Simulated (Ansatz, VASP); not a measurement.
# Fe in VASP and in Ansatz

```
Fe
1.0
     0.00000    2.40485    2.40485
     2.40485    0.00000    2.40485
     2.40485    2.40485    0.00000
Fe
2
Direct
  0.12500 0.12500 0.12500
  0.87500 0.87500 0.87500
```

Alike in both runs: task single point; functional PBE; k mesh 13 × 13 × 13; occupations fermi-dirac, width 0.1 eV; no spin polarisation.

|  | VASP | Ansatz |
| --- | --- | --- |
| version | VASP 6.6.1 | Ansatz 0.2.0 |
| potentials or method | VASP PAW PBE potentials, release 64 (Fe_sv), cutoff 690 eV | plane waves (420 eV) with PAW, scalar-relativistic |
| valence electrons in the cell | 32 | 32 |

VASP gave:

```
pressure (GPa) : 5.7
```

Estimate Ansatz's values.

pressure (GPa): 6.9.
